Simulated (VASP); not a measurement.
# As2Se (I4_1/amd) in VASP: a series of runs

The runs below take As2Se through single point, with PBEsol.

Program: VASP 6.6.1. These are calculated values, not measurements. Logs are shortened: lines on timing, memory, paths and dates and some standing lists are left out, and cuts for length are marked.

## Step 1: The cell of the first run

It takes space group I4_1/amd (No. 141, tetragonal). The conventional cell has a = 7.059 Å, b = 7.059 Å, c = 5.307 Å, α = 90.00°, β = 90.00°, γ = 90.00°. As (site symmetry 2/m) has 2 Se at 2.66 Å and 4 As at 2.83 Å within 3.5 Å. Within 3.5 Å of Se (site symmetry -4m2) lie 4 As at 2.66 Å.

## Step 2: Single point, PBEsol

The input, INCAR:

```
SYSTEM = As2Se
PREC = Accurate ; ENCUT = 520
EDIFF = 1E-6 ; ISMEAR = 0
SIGMA = 0.1 ; LREAL = .False.
LASPH = .True. ; NELM = 100
ALGO = Normal ; ISIF = 2
LWAVE = .False. ; LCHARG = .False.
GGA = PS ; NBANDS = 25
```

The input, KPOINTS:

```
Automatic mesh
0
Gamma
  8 8 8
  0 0 0
```

The input, POSCAR:

```
As2Se
1.0
   -3.5294180000      3.5294180000      2.6535710000
    3.5294180000     -3.5294180000      2.6535710000
    3.5294180000      3.5294180000     -2.6535710000
As Se
4 2
Direct
    0.8750000000      0.1250000000      0.7500000000
    0.3750000000      0.1250000000      0.2500000000
    0.8750000000      0.6250000000      0.7500000000
    0.8750000000      0.1250000000      0.2500000000
    0.5000000000      0.5000000000      0.0000000000
    0.2500000000      0.7500000000      0.5000000000
```

Potentials or basis: VASP PAW PBE potentials, release 64 (As, Se).

Started as:

```sh
$ cat potpaw_PBE.64/As/POTCAR potpaw_PBE.64/Se/POTCAR > POTCAR
$ mpirun -np 1 vasp_std > vasp.out
```

OUTCAR:

```text
SYSTEM = As2Se
   PREC = Accurate
   ENCUT = 520
   EDIFF = 1E-6
   ISMEAR = 0
   LREAL = .False.
   LASPH = .True.
   NELM = 100
   ISIF = 2
   GGA = PS

 ion  position               nearest neighbor table
   1  0.875  0.125  0.750-   5 2.66   6 2.66   4 2.83   4 2.83   3 2.83   3 2.83
   2  0.375  0.125  0.250-   5 2.66   6 2.66   3 2.83   4 2.83   4 2.83   3 2.83
   3  0.875  0.625  0.750-   5 2.66   6 2.66   1 2.83   2 2.83   1 2.83   2 2.83
   4  0.875  0.125  0.250-   6 2.66   5 2.66   2 2.83   1 2.83   1 2.83   2 2.83
   5  0.500  0.500  0.000-   4 2.66   2 2.66   3 2.66   1 2.66
   6  0.250  0.750  0.500-   1 2.66   2 2.66   3 2.66   4 2.66

  LATTYP: Found a body centered tetragonal cell.
 ALAT       =     7.0588360000
 C/A-ratio  =     0.7518437884

  Lattice vectors:

 A1 = (  -3.5294180000,   3.5294180000,   2.6535710000)
 A2 = (   3.5294180000,  -3.5294180000,   2.6535710000)
 A3 = (   3.5294180000,   3.5294180000,  -2.6535710000)

Analysis of symmetry for initial positions (statically):
=====================================================================
 Subroutine PRICEL returns:
 Original cell was already a primitive cell.

 Routine SETGRP: Setting up the symmetry group for a
 body centered tetragonal supercell.

 Subroutine GETGRP returns: Found 16 space group operations
 (whereof  8 operations were pure point group operations)
 out of a pool of 16 trial point group operations.

The static configuration has the point symmetry D_2d.
 The point group associated with its full space group is D_4h.

Analysis of symmetry for dynamics (positions and initial velocities):
=====================================================================
 Subroutine PRICEL returns:
 Original cell was already a primitive cell.

 Routine SETGRP: Setting up the symmetry group for a
 body centered tetragonal supercell.

 Subroutine GETGRP returns: Found 16 space group operations
 (whereof  8 operations were pure point group operations)
 out of a pool of 16 trial point group operations.

The dynamic configuration has the point symmetry D_2d.
 The point group associated with its full space group is D_4h.

 Subroutine INISYM returns: Found 16 space group operations
 (whereof  8 operations are pure point group operations),
 and found     1 'primitive' translations

----------------------------------------------------------------------------------------

                                     Primitive cell

  volume of cell :     132.2199

  direct lattice vectors                    reciprocal lattice vectors
    -3.529418000  3.529418000  2.653571000     0.000000000  0.141666416  0.188425333
     3.529418000 -3.529418000  2.653571000     0.141666416  0.000000000  0.188425333
     3.529418000  3.529418000 -2.653571000     0.141666416  0.141666416  0.000000000

  length of vectors
     5.652877311  5.652877311  5.652877311     0.235740280  0.235740280  0.200346567

  position of ions in fractional coordinates (direct lattice)
     0.875000000  0.125000000  0.750000000
     0.375000000  0.125000000  0.250000000
     0.875000000  0.625000000  0.750000000
     0.875000000  0.125000000  0.250000000
     0.500000000  0.500000000  0.000000000
     0.250000000  0.750000000  0.500000000

  ion indices of the primitive-cell ions
   primitive index   ion index
                 1           1
                 2           2
                 3           3
                 4           4
                 5           5
                 6           6

----------------------------------------------------------------------------------------

 KPOINTS: Automatic mesh

Automatic generation of k-mesh.
 Grid dimensions read from file:
 generate k-points for:    8    8    8

 Generating k-lattice:

  Cartesian coordinates                     Fractional coordinates (reciprocal lattice)
     0.000000000  0.017708302  0.023553167     0.125000000 -0.000000000  0.000000000
     0.017708302  0.000000000  0.023553167    -0.000000000  0.125000000  0.000000000
     0.017708302  0.017708302  0.000000000     0.000000000  0.000000000  0.125000000

  Length of vectors
     0.029467535  0.029467535  0.025043321

  Shift w.r.t. Gamma in fractional coordinates (k-lattice)
     0.000000000  0.000000000  0.000000000

 Subroutine IBZKPT returns following result:
 ===========================================

 Found     59 irreducible k-points:

 Following reciprocal coordinates:
            Coordinates               Weight
  0.000000  0.000000  0.000000      1.000000
  0.125000 -0.000000  0.000000      8.000000
  0.250000 -0.000000  0.000000      8.000000
  0.375000  0.000000  0.000000      8.000000
  0.500000 -0.000000  0.000000      4.000000
  0.125000  0.125000  0.000000      8.000000
[... 16 lines left out ...]
  0.250000  0.125000  0.125000     16.000000
  0.375000  0.125000  0.125000      8.000000
 [... further k-points ...]
   k-points           NKPTS =     59   k-points in BZ     NKDIM =     59   number of bands    NBANDS=     25
   number of dos      NEDOS =    301   number of ions     NIONS =      6
   total plane-waves  NPLWV =  74088
   dimension x,y,z NGX =    42 NGY =   42 NGZ =   42
   dimension x,y,z NGXF=    84 NGYF=   84 NGZF=   84
   ions per type =               4   2
   NGX,Y,Z   is equivalent  to a cutoff of  12.35, 12.35, 12.35 a.u.
   NGXF,Y,Z  is equivalent  to a cutoff of  24.70, 24.70, 24.70 a.u.
 SYSTEM =  As2Se
   PREC   = accura    normal or accurate (medium, high low for compatibility)
   ISTART =      0    job   : 0-new  1-cont  2-samecut
   ICHARG =      2    charge: 1-file 2-atom 10-const
   ISPIN  =      1    spin polarized calculation?
   LNONCOLLINEAR =      F non collinear calculations
   LSORBIT =      F    spin-orbit coupling
   LASPH  =      T    aspherical Exc in radial PAW
   ENCUT  =  520.0 eV  38.22 Ry    6.18 a.u.  10.51 10.51 10.51*2*pi/ulx,y,z
   NELM   =    100;   NELMIN=  2; NELMDL= -5     # of ELM steps
   EDIFF  = 0.1E-05   stopping-criterion for ELM
   LREAL  =      F    real-space projection
   EDIFFG = 0.1E-04   stopping-criterion for IOM
   NSW    =      0    number of steps for IOM
   IBRION =     -1    ionic relax: 0-MD 1-quasi-New 2-CG
   NFREE  =      0    steps in history (QN), initial steepest desc. (CG)
   ISIF   =      2    stress and relaxation
   ISYM   =      2    0-nonsym 1-usesym 2-fastsym
   POTIM  = 0.5000    time-step for ionic-motion
   TEBEG  =    0.0;   TEEND  =   0.0 temperature during run
   PSTRESS=    0.0 pullay stress
   NELECT =      32.0000    total number of electrons
   NUPDOWN=      -1.0000    fix difference up-down
   EMIN   =  10.00;   EMAX   =-10.00  energy-range for DOS
   EFERMI =   0.00;   METHOD = LEGACY
   ISMEAR =     0;   SIGMA  =   0.10  broadening in eV -4-tet -1-fermi 0-gaus
   EFERMI_NEDOS =   21; number of points for ismear=-14 and -15
   IALGO  =     38    algorithm
   IMIX   =      4    mixing-type and parameters
     AMIX     =   0.40;   BMIX     =  1.00
     AMIX_MAG =   1.60;   BMIX_MAG =  1.00
  volume/ion in A,a.u.               =      22.04       148.71
  Fermi-wavevector in a.u.,A,eV,Ry     =   1.020217  1.927930 14.161523  1.040843
  Thomas-Fermi vector in A             =   2.153774
   LORBIT       =      0    0 simple, 1 ext, 2 COOP (PROOUT), +10 PAW based schemes
   GGA     = PS    functional components
   LHFCALC =     F    Hartree Fock is set to
   AEXX    =    0.0000 exact exchange contribution
   IVDW    =     0    specifies the selected vdW correction
   LEPSILON=     F    determine dielectric tensor
   LRPA    =     F    only Hartree local field effects (RPA)
 non-spin polarized calculation
 Gauss-broadening in eV      SIGMA  =   0.10
  energy-cutoff  :      520.00
  volume of cell :      132.22
 maximum number of plane-waves:      3605
   NGX = 21   NGY = 21   NGZ = 21

 number of electron      31.9999999 magnetization

 Free energy of the ion-electron system (eV)
  ---------------------------------------------------
  ext. energy  EPLUGINS =         0.00000000
  ---------------------------------------------------
  free energy    TOTEN  =       -27.81731877 eV

  energy without entropy =      -27.80475092  energy(sigma->0) =      -27.81103484

 E-fermi :   4.6301     XC(G=0): -10.0827

 val. band max:        4.6056920805   @ k =   0.5000  -0.0000   0.0000
 cond. band min:       4.6314244447   @ k =  -0.2500   0.5000   0.2500
 fundamental gap:      0.0257323642
 Fermi energy:         4.6301346911

 k-point     1 :       0.0000    0.0000    0.0000
  band No.  band energies     occupation
      1     -10.4322      2.00000
      2      -8.2776      2.00000
      3      -5.7691      2.00000
      4      -5.7385      2.00000
      5      -5.7385      2.00000
      6      -4.0730      2.00000
[... 17 lines left out ...]
     24      10.0902      0.00000
     25      10.7122      0.00000

 k-point     2 :       0.1250   -0.0000    0.0000
  band No.  band energies     occupation
      1     -10.3274      2.00000
      2      -8.3398      2.00000
      3      -6.0678      2.00000
      4      -5.7722      2.00000
      5      -5.7216      2.00000
      6      -4.1735      2.00000
[... 17 lines left out ...]
     24       9.7505      0.00000
     25      11.0379      0.00000

 k-point     3 :       0.2500   -0.0000    0.0000
  band No.  band energies     occupation
      1     -10.0198      2.00000
      2      -8.4755      2.00000
      3      -6.7805      2.00000
      4      -5.8503      2.00000
      5      -5.8493      2.00000
      6      -4.0459      2.00000
[... 552 lines left out ...]
 k-point    23 :       0.2500    0.1250    0.1250
  band No.  band energies     occupation
      1      -9.4315      2.00000
      2      -8.6989      2.00000
      3      -7.5262      2.00000
      4      -6.8701      2.00000
      5      -5.0741      2.00000
      6      -3.7268      2.00000
[... 17 lines left out ...]
     24       9.0740      0.00000
     25      10.5307      0.00000

 k-point    24 :       0.3750    0.1250    0.1250
  band No.  band energies     occupation
      1      -9.0191      2.00000
      2      -8.8476      2.00000
      3      -7.9304      2.00000
      4      -7.0123      2.00000
      5      -5.0244      2.00000
      6      -3.5459      2.00000
[... 17 lines left out ...]
     24       9.0500      0.00000
     25      10.6624      0.00000

 [... further k-points ...]

------------------------ aborting loop because EDIFF is reached ----------------------------------------

  FORCE on cell =-STRESS in cart. coord.  units (eV):
  Direction    XX          YY          ZZ          XY          YZ          ZX
  --------------------------------------------------------------------------------------
  -------------------------------------------------------------------------------------
  Total       -2.4826427     -2.4826427     -3.2147972      0.0000000      0.0000000      0.0000000
  in kB      -30.0834682    -30.0834682    -38.9553635      0.0000000      0.0000000      0.0000000
  external PRESSURE =     -33.0407666 kB  Pullay stress =       0.0000000 kB

 VOLUME and BASIS-vectors are now :
 -----------------------------------------------------------------------------
  energy-cutoff  :      520.00
  volume of cell :      132.22
      direct lattice vectors                 reciprocal lattice vectors
    -3.529418000  3.529418000  2.653571000     0.000000000  0.141666416  0.188425333
     3.529418000 -3.529418000  2.653571000     0.141666416  0.000000000  0.188425333
     3.529418000  3.529418000 -2.653571000     0.141666416  0.141666416  0.000000000

 POSITION                                       TOTAL-FORCE (eV/Angst)
 -----------------------------------------------------------------------------------
      0.00000      5.29413      0.66339         0.000000     -0.000000     -0.000000
     -0.00000      1.76471      0.66339         0.000000     -0.000000     -0.000000
      1.76471      3.52942      1.99018         0.000000     -0.000000     -0.000000
     -1.76471      3.52942      1.99018         0.000000     -0.000000     -0.000000
      0.00000      0.00000      2.65357         0.000000     -0.000000      0.000000
      3.52942     -0.00000      1.32679        -0.000000      0.000000      0.000000
 -----------------------------------------------------------------------------------
    total drift:                               -0.000000      0.000000     -0.000000

  FREE ENERGIE OF THE ION-ELECTRON SYSTEM (eV)
  ---------------------------------------------------
  free  energy   TOTEN  =       -27.8173187676 eV

  energy  without entropy=      -27.8047509152  energy(sigma->0) =      -27.81103484
```

Wall time 1.7 min (1 thread of AMD EPYC 9R45 (Zen 5), shared host); peak memory 0.31 GiB.

Results:

```yaml
Free_energy: -27.8173 eV
Pressure: -3.3 GPa
Band_gap_on_the_k_mesh: zero (band 16 reaches 4.91 eV, above the bottom of band 17 at 4.51 eV)
```

Caveat: the PAW data sets were made with another functional, which shifts forces and pressure a little.

## Step 3: Single point, PBEsol

The input, INCAR:

```
ALGO = Normal
EDIFF = 1E-6
ENCUT = 520
GGA = PS
ISIF = 2
ISMEAR = 1
LASPH = T
LCHARG = F
LREAL = F
LWAVE = F
NBANDS = 25
NELM = 100
PREC = Accurate
SIGMA = 0.5
```

The input, KPOINTS:

```
k-points
0
Gamma
  8 8 8
```

POSCAR is that of step 2.

Potentials or basis: VASP PAW PBE potentials, release 64 (As, Se).

Started as:

```sh
$ cat potpaw_PBE.64/As/POTCAR potpaw_PBE.64/Se/POTCAR > POTCAR
$ mpirun -np 1 vasp_std > vasp.out
```

OUTCAR:

```text
EDIFF = 1E-6
   ENCUT = 520
   GGA = PS
   ISIF = 2
   ISMEAR = 1
   LASPH = T
   LREAL = F
   NELM = 100
   PREC = Accurate

 ion  position               nearest neighbor table
   1  0.875  0.125  0.750-   5 2.66   6 2.66   4 2.83   4 2.83   3 2.83   3 2.83
   2  0.375  0.125  0.250-   5 2.66   6 2.66   3 2.83   4 2.83   4 2.83   3 2.83
   3  0.875  0.625  0.750-   5 2.66   6 2.66   1 2.83   2 2.83   1 2.83   2 2.83
   4  0.875  0.125  0.250-   6 2.66   5 2.66   2 2.83   1 2.83   1 2.83   2 2.83
   5  0.500  0.500  0.000-   4 2.66   2 2.66   3 2.66   1 2.66
   6  0.250  0.750  0.500-   1 2.66   2 2.66   3 2.66   4 2.66

  LATTYP: Found a body centered tetragonal cell.
 ALAT       =     7.0588360000
 C/A-ratio  =     0.7518437884

  Lattice vectors:

 A1 = (  -3.5294180000,   3.5294180000,   2.6535710000)
 A2 = (   3.5294180000,  -3.5294180000,   2.6535710000)
 A3 = (   3.5294180000,   3.5294180000,  -2.6535710000)

Analysis of symmetry for initial positions (statically):
=====================================================================
 Subroutine PRICEL returns:
 Original cell was already a primitive cell.

[... 176 lines left out ...]

  energy without entropy =      -27.80647479  energy(sigma->0) =      -27.81248113

 E-fermi :   4.6447     XC(G=0): -10.0827

 val. band max:        4.6377642143   @ k =   0.5000   0.1250   0.0000
 cond. band min:       4.6505592996   @ k =   0.5000   0.5000   0.2500
 fundamental gap:      0.0127950854
 Fermi energy:         4.6446991212

 k-point     1 :       0.0000    0.0000    0.0000
  band No.  band energies     occupation
      1     -10.4315      2.00000
      2      -8.2763      2.00000
      3      -5.7682      2.00000
      4      -5.7385      2.00000
      5      -5.7385      2.00000
      6      -4.0726      2.00000
[... 661 lines left out ...]
     24       9.0509     -0.00000
     25      10.6628     -0.00000

 [... further k-points ...]
[... 5 lines left out ...]
  --------------------------------------------------------------------------------------
  -------------------------------------------------------------------------------------
  Total       -2.5174244     -2.5174244     -3.0516741      0.0000000     -0.0000000      0.0000000
  in kB      -30.5049362    -30.5049362    -36.9787175      0.0000000     -0.0000000      0.0000000
  external PRESSURE =     -32.6628633 kB  Pullay stress =       0.0000000 kB

 VOLUME and BASIS-vectors are now :
 -----------------------------------------------------------------------------
  energy-cutoff  :      520.00
  volume of cell :      132.22
      direct lattice vectors                 reciprocal lattice vectors
    -3.529418000  3.529418000  2.653571000     0.000000000  0.141666416  0.188425333
     3.529418000 -3.529418000  2.653571000     0.141666416  0.000000000  0.188425333
     3.529418000  3.529418000 -2.653571000     0.141666416  0.141666416  0.000000000

 POSITION                                       TOTAL-FORCE (eV/Angst)
 -----------------------------------------------------------------------------------
      0.00000      5.29413      0.66339         0.000000     -0.000000      0.000000
     -0.00000      1.76471      0.66339         0.000000     -0.000000      0.000000
      1.76471      3.52942      1.99018         0.000000     -0.000000      0.000000
     -1.76471      3.52942      1.99018         0.000000     -0.000000      0.000000
      0.00000      0.00000      2.65357         0.000000     -0.000000      0.000000
      3.52942     -0.00000      1.32679        -0.000000      0.000000     -0.000000
 -----------------------------------------------------------------------------------
    total drift:                               -0.000000      0.000000     -0.000000

  FREE ENERGIE OF THE ION-ELECTRON SYSTEM (eV)
  ---------------------------------------------------
  free  energy   TOTEN  =       -27.8154842988 eV

  energy  without entropy=      -27.8064747930  energy(sigma->0) =      -27.81248113
```

stdout:

```text
POSCAR found type information on POSCAR AsSe
 POSCAR found :  2 types and       6 ions
 scaLAPACK will be used
 -----------------------------------------------------------------------------
|                                                                             |
|                                                                             |
|     You enforced a specific xc type in the INCAR file but a different       |
|     I HOPE YOU KNOW WHAT YOU ARE DOING!                                     |
|                                                                             |
 -----------------------------------------------------------------------------

 LDA part: xc-table for (Slater+PW92), standard interpolation
 POSCAR, INCAR and KPOINTS ok, starting setup
 FFT: planning ... GRIDC
 FFT: planning ... GRID_SOFT
 FFT: planning ... GRID
 WAVECAR not read
 entering main loop
```

Run time: 69 s. Hardware: 1 thread of Intel Xeon 6975P-C (Granite Rapids), shared host; peak memory 0.35 GiB.

What came out:

* Free energy: -27.8155 eV
* Pressure: -3.3 GPa
* Band gap on the k mesh: zero (band 16 reaches 4.91 eV, above the bottom of band 17 at 4.51 eV)

Levels at points of the mesh, in eV from the Fermi level:
```csv
k point,band 14,band 15,band 16,band 17,band 18,band 19
"(0.00, 0.00, 0.00)",-2.69,-2.69,-1.07,2.30,3.00,3.00
"(0.50, 0.00, 0.00)",-1.42,-0.47,-0.04,0.17,0.45,1.45
"(0.50, 0.50, 0.00)",-1.35,-1.16,-1.16,-0.07,-0.07,1.82
"(0.50, 0.50, 0.50)",-0.68,-0.32,-0.32,0.26,0.26,0.44
```

Caveat: the PAW data sets were made with another functional, which shifts forces and pressure a little.

[end of part 1 of 2]
